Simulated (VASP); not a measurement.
# Si (I4/mmm) in VASP: single point with PBE

Aim: the single point of Si with PBE.

All numbers are computed with VASP 6.6.1; they aren't measurements. Logs are shortened: lines on timing, memory, paths and dates and some standing lists are left out, and cuts for length are marked.

## 1. The cell of the first run

It takes space group I4/mmm (No. 139, tetragonal). Conventional cell: a = 2.648 Å, b = 2.648 Å, c = 4.205 Å, α = 90.00°, β = 90.00°, γ = 90.00°. Within 3.5 Å of Si (site symmetry 4/mmm) lie 12 Si at 2.65 to 2.82 Å.

## 2. Single point, PBE

The input, INCAR:

```
SYSTEM = Si
ALGO     = Normal         ! electronic algorithm
EDIFF    = 1E-6           ! SCF threshold, eV
ENCUT    = 520            ! plane-wave cutoff, eV
GGA      = PE             ! functional
ISIF     = 2              ! what is computed and relaxed
ISMEAR   = -1             ! smearing method
LASPH    = .True.         ! aspherical terms in the spheres
LCHARG   = .False.        ! write CHGCAR
LREAL    = .False.        ! projectors in reciprocal space
LWAVE    = .False.        ! write WAVECAR
NBANDS   = 8              ! bands
NELM     = 60             ! most SCF steps
PREC     = Accurate       ! precision mode
SIGMA    = 0.0251         ! smearing width, eV
```

The input, KPOINTS:

```
k-points
0
Gamma
  16 16 16
  0 0 0
```

The input, POSCAR:

```
Si
1.0
    0.0000000000      2.6483430000      0.0000000000
    2.6483430000      0.0000000000      0.0000000000
    1.3241720000      1.3241720000     -2.1022640000
Si
1
Direct
    0.0000000000      0.0000000000      0.0000000000
```

Potentials or basis: VASP PAW PBE potentials, release 64 (Si).

Started as:

```bash
$ cat potpaw_PBE.64/Si/POTCAR > POTCAR
$ mpirun -np 1 vasp_std > vasp.out
```

OUTCAR:

```text
SYSTEM = Si
   EDIFF = 1E-6
   ENCUT = 520
   GGA = PE
   ISIF = 2
   ISMEAR = -1
   LASPH = .True.
   LREAL = .False.
   NELM = 60
   PREC = Accurate

 ion  position               nearest neighbor table
   1  0.000  0.000  0.000-

  LATTYP: Found a body centered tetragonal cell.
 ALAT       =     2.6483430000
 C/A-ratio  =     1.5876070433

  Lattice vectors:

 A1 = (  -1.3241720000,   1.3241710000,   2.1022640000)
 A2 = (   1.3241710000,  -1.3241720000,   2.1022640000)
 A3 = (   1.3241720000,   1.3241720000,  -2.1022640000)

Analysis of symmetry for initial positions (statically):
=====================================================================
 Subroutine PRICEL returns:
 Original cell was already a primitive cell.

 Routine SETGRP: Setting up the symmetry group for a
 body centered tetragonal supercell.

 Subroutine GETGRP returns: Found 16 space group operations
 (whereof 16 operations were pure point group operations)
 out of a pool of 16 trial point group operations.

The static configuration has the point symmetry D_4h.

Analysis of symmetry for dynamics (positions and initial velocities):
=====================================================================
 Subroutine PRICEL returns:
 Original cell was already a primitive cell.

 Routine SETGRP: Setting up the symmetry group for a
 body centered tetragonal supercell.

 Subroutine GETGRP returns: Found 16 space group operations
 (whereof 16 operations were pure point group operations)
 out of a pool of 16 trial point group operations.

The dynamic configuration has the point symmetry D_4h.

 Subroutine INISYM returns: Found 16 space group operations
 (whereof 16 operations are pure point group operations),
 and found     1 'primitive' translations

----------------------------------------------------------------------------------------

                                     Primitive cell

  volume of cell :      14.7447

  direct lattice vectors                    reciprocal lattice vectors
     0.000000000  2.648343000  0.000000000     0.000000000  0.377594594  0.237838915
     2.648343000  0.000000000  0.000000000     0.377594594  0.000000000  0.237838915
     1.324172000  1.324172000 -2.102264000     0.000000000  0.000000000 -0.475677650

  length of vectors
     2.648343000  2.648343000  2.815382194     0.446256683  0.446256683  0.475677650

  position of ions in fractional coordinates (direct lattice)
     0.000000000  0.000000000  0.000000000

  ion indices of the primitive-cell ions
   primitive index   ion index
                 1           1

----------------------------------------------------------------------------------------

 KPOINTS: k-points

Automatic generation of k-mesh.
 Grid dimensions read from file:
 generate k-points for:   16   16   16

 Generating k-lattice:

  Cartesian coordinates                     Fractional coordinates (reciprocal lattice)
     0.000000000  0.023599662  0.014864932     0.062500000  0.000000000  0.000000000
     0.023599662  0.000000000  0.014864932     0.000000000  0.062500000  0.000000000
     0.000000000  0.000000000 -0.029729853     0.000000000  0.000000000  0.062500000

  Length of vectors
     0.027891043  0.027891043  0.029729853

  Shift w.r.t. Gamma in fractional coordinates (k-lattice)
     0.000000000  0.000000000  0.000000000

 Subroutine IBZKPT returns following result:
 ===========================================

 Found    349 irreducible k-points:

 Following reciprocal coordinates:
            Coordinates               Weight
  0.000000  0.000000  0.000000      1.000000
  0.062500  0.000000  0.000000      8.000000
  0.125000  0.000000  0.000000      8.000000
  0.187500  0.000000  0.000000      8.000000
  0.250000  0.000000  0.000000      8.000000
  0.312500  0.000000  0.000000      8.000000
[... 16 lines left out ...]
 -0.125000  0.062500 -0.000000     16.000000
 -0.062500  0.062500  0.000000      4.000000
 [... further k-points ...]
   k-points           NKPTS =    349   k-points in BZ     NKDIM =    349   number of bands    NBANDS=      8
   number of dos      NEDOS =    301   number of ions     NIONS =      1
   total plane-waves  NPLWV =   9600
   dimension x,y,z NGX =    20 NGY =   20 NGZ =   24
   dimension x,y,z NGXF=    40 NGYF=   40 NGZF=   48
   ions per type =               1
   NGX,Y,Z   is equivalent  to a cutoff of  12.55, 12.55, 14.17 a.u.
   NGXF,Y,Z  is equivalent  to a cutoff of  25.11, 25.11, 28.34 a.u.
 SYSTEM =  Si
   PREC   = accura    normal or accurate (medium, high low for compatibility)
   ISTART =      0    job   : 0-new  1-cont  2-samecut
   ICHARG =      2    charge: 1-file 2-atom 10-const
   ISPIN  =      1    spin polarized calculation?
   LNONCOLLINEAR =      F non collinear calculations
   LSORBIT =      F    spin-orbit coupling
   LASPH  =      T    aspherical Exc in radial PAW
   ENCUT  =  520.0 eV  38.22 Ry    6.18 a.u.   4.92  4.92  5.23*2*pi/ulx,y,z
   NELM   =     60;   NELMIN=  2; NELMDL= -5     # of ELM steps
   EDIFF  = 0.1E-05   stopping-criterion for ELM
   LREAL  =      F    real-space projection
   EDIFFG = 0.1E-04   stopping-criterion for IOM
   NSW    =      0    number of steps for IOM
   IBRION =     -1    ionic relax: 0-MD 1-quasi-New 2-CG
   NFREE  =      0    steps in history (QN), initial steepest desc. (CG)
   ISIF   =      2    stress and relaxation
   ISYM   =      2    0-nonsym 1-usesym 2-fastsym
   POTIM  = 0.5000    time-step for ionic-motion
   TEBEG  =    0.0;   TEEND  =   0.0 temperature during run
   PSTRESS=    0.0 pullay stress
   NELECT =       4.0000    total number of electrons
   NUPDOWN=      -1.0000    fix difference up-down
   EMIN   =  10.00;   EMAX   =-10.00  energy-range for DOS
   EFERMI =   0.00;   METHOD = LEGACY
   ISMEAR =    -1;   SIGMA  =   0.03  broadening in eV -4-tet -1-fermi 0-gaus
   EFERMI_NEDOS =   21; number of points for ismear=-14 and -15
   IALGO  =     38    algorithm
   IMIX   =      4    mixing-type and parameters
     AMIX     =   0.40;   BMIX     =  1.00
     AMIX_MAG =   1.60;   BMIX_MAG =  1.00
  volume/ion in A,a.u.               =      14.74        99.50
  Fermi-wavevector in a.u.,A,eV,Ry     =   1.059781  2.002696 15.281199  1.123136
  Thomas-Fermi vector in A             =   2.195139
   LORBIT       =      0    0 simple, 1 ext, 2 COOP (PROOUT), +10 PAW based schemes
   GGA     = PE    functional components
[... 5 lines left out ...]
 non-spin polarized calculation
  energy-cutoff  :      520.00
  volume of cell :       14.74
 maximum number of plane-waves:       406
   NGX =  9   NGY =  9   NGZ = 11

 number of electron       4.0000000 magnetization

 Free energy of the ion-electron system (eV)
  ---------------------------------------------------
  ext. energy  EPLUGINS =         0.00000000
  ---------------------------------------------------
  free energy    TOTEN  =        -4.89362835 eV

  energy without entropy =       -4.89281524  energy(sigma->0) =       -4.89322179

 E-fermi :   9.8910     XC(G=0): -11.1160

 val. band max:        9.8793437870   @ k =  -0.4375   0.3125  -0.0000
 cond. band min:       9.9086868598   @ k =   0.4375   0.3750   0.1875
 fundamental gap:      0.0293430728
 Fermi energy:         9.8910288168

 k-point     1 :       0.0000    0.0000    0.0000
  band No.  band energies     occupation
      1      -4.3578      2.00000
      2      20.7115      0.00000
      3      20.8750      0.00000
      4      20.8750      0.00000
      5      20.9141      0.00000
      6      22.4703      0.00000
      7      22.4703      0.00000
      8      25.4765      0.00000

 k-point     2 :       0.0625    0.0000    0.0000
  band No.  band energies     occupation
      1      -4.2449      2.00000
      2      18.9081      0.00000
      3      20.0423      0.00000
      4      20.5734      0.00000
      5      22.1713      0.00000
      6      22.8051      0.00000
      7      22.9414      0.00000
      8      25.2098      0.00000

 k-point     3 :       0.1250    0.0000    0.0000
  band No.  band energies     occupation
      1      -3.9064      2.00000
      2      16.4010      0.00000
      3      19.1206      0.00000
      4      20.0990      0.00000
      5      22.4348      0.00000
      6      23.1208      0.00000
      7      23.8947      0.00000
      8      25.2792      0.00000

 k-point     4 :       0.1875    0.0000    0.0000
  band No.  band energies     occupation
      1      -3.3436      2.00000
      2      13.8025      0.00000
      3      18.3287      0.00000
      4      19.7282      0.00000
      5      21.6850      0.00000
      6      23.2344      0.00000
      7      24.8602      0.00000
      8      26.4416      0.00000

 k-point     5 :       0.2500    0.0000    0.0000
  band No.  band energies     occupation
      1      -2.5586      2.00000
      2      11.2771      0.00000
      3      17.6942      0.00000
      4      19.5129      0.00000
      5      20.8016      0.00000
      6      23.2090      0.00000
      7      24.9285      0.00000
      8      27.8027      0.00000
[... 177 lines left out ...]
 k-point    22 :      -0.1875    0.0625   -0.0000
  band No.  band energies     occupation
      1      -3.4228      2.00000
      2      14.6023      0.00000
      3      17.6132      0.00000
      4      19.7001      0.00000
      5      21.9349      0.00000
      6      23.9513      0.00000
      7      24.6206      0.00000
      8      25.9652      0.00000

 k-point    23 :      -0.1250    0.0625   -0.0000
  band No.  band energies     occupation
      1      -3.9218      2.00000
      2      17.0925      0.00000
      3      18.4518      0.00000
      4      20.1722      0.00000
      5      21.4745      0.00000
      6      24.0500      0.00000
      7      24.2203      0.00000
      8      25.6968      0.00000

 k-point    24 :      -0.0625    0.0625    0.0000
  band No.  band energies     occupation
      1      -4.1962      2.00000
      2      18.8144      0.00000
      3      19.5669      0.00000
      4      20.4769      0.00000
      5      21.4684      0.00000
      6      23.2086      0.00000
      7      23.6146      0.00000
      8      25.5923      0.00000

 [... further k-points ...]

------------------------ aborting loop because EDIFF is reached ----------------------------------------

  FORCE on cell =-STRESS in cart. coord.  units (eV):
  Direction    XX          YY          ZZ          XY          YZ          ZX
  --------------------------------------------------------------------------------------
  -------------------------------------------------------------------------------------
  Total       -0.1979376     -0.1979376      0.1098885      0.0000000     -0.0000000     -0.0000000
  in kB      -21.5081546    -21.5081546     11.9406276      0.0000000     -0.0000028     -0.0000028
  external PRESSURE =     -10.3585606 kB  Pullay stress =       0.0000000 kB

 VOLUME and BASIS-vectors are now :
 -----------------------------------------------------------------------------
  energy-cutoff  :      520.00
  volume of cell :       14.74
      direct lattice vectors                 reciprocal lattice vectors
     0.000000000  2.648343000  0.000000000     0.000000000  0.377594594  0.237838915
     2.648343000  0.000000000  0.000000000     0.377594594  0.000000000  0.237838915
     1.324172000  1.324172000 -2.102264000     0.000000000  0.000000000 -0.475677650

 POSITION                                       TOTAL-FORCE (eV/Angst)
 -----------------------------------------------------------------------------------
      0.00000      0.00000      0.00000         0.000000      0.000000      0.000000
 -----------------------------------------------------------------------------------
    total drift:                                0.000000     -0.000000     -0.000000

  FREE ENERGIE OF THE ION-ELECTRON SYSTEM (eV)
  ---------------------------------------------------
  free  energy   TOTEN  =        -4.8936283506 eV

  energy  without entropy=       -4.8928152393  energy(sigma->0) =       -4.89322179
```

Run time: 19 s. Hardware: 1 thread of Intel Xeon Platinum 8259CL at 2.50GHz (Skylake/Cascade Lake), shared host; peak memory 0.14 GiB.

What came out:

| Property | Result |
| --- | --- |
| Free energy | -4.8936 eV |
| Pressure | -1.0 GPa |
| Band gap on the k mesh | zero (band 2 reaches 20.71 eV, above the bottom of band 3 at 5.99 eV) |

Levels at points of the mesh, in eV from the Fermi level:
```tsv
k point	band 1	band 2	band 3	band 4	band 5	band 6	band 7
(0.00, 0.00, 0.00)	-14.25	10.82	10.98	10.98	11.02	12.58	12.58
(0.50, 0.00, 0.00)	-7.48	-6.78	6.75	9.02	9.90	12.24	13.80
(0.50, 0.50, 0.00)	-4.68	-3.54	2.01	3.15	4.21	5.91	23.10
(0.00, 0.00, 0.50)	-6.22	-6.14	4.68	4.68	5.34	8.46	25.05
```
